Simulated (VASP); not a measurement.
CdF2:

```xyz
3
Lattice="0.0000 2.6940 2.6940 2.6940 0.0000 2.6940 2.6940 2.6940 0.0000" Properties=species:S:1:pos:R:3 pbc="T T T"
Cd    0.0000    0.0000    0.0000
F     4.0410    4.0410    4.0410
F     1.3470    1.3470    1.3470
```

Base run:

* Program: VASP 6.6.1
* Functional: PBEsol
* Dispersion: D3(BJ)
* Potentials or basis: VASP PAW PBE potentials, release 64 (Cd, F)
* Cutoff: 520 eV
* k mesh: 9 × 9 × 9
* Occupations: fermi-dirac, width 0.05 eV
* Spin: no spin polarisation

Its results: band gap on the k mesh 2.93 eV, indirect (least direct gap 3.39 eV); pressure -1.2 GPa.

**Question.** The run is repeated on the same cell with these changes: dispersion from D3(BJ) to none. What comes out?

**Answer.** Band gap on the k mesh 2.93 eV, indirect (least direct gap 3.39 eV); pressure 0.5 GPa.

Dispersion adds attraction, which lowers the pressure at fixed volume and, as a term added to the energy, leaves the levels alone.

Caveats: the PAW data sets were made with another functional, which shifts forces and pressure a little; three body term missing (some runs).

A k mesh can miss the band edges.
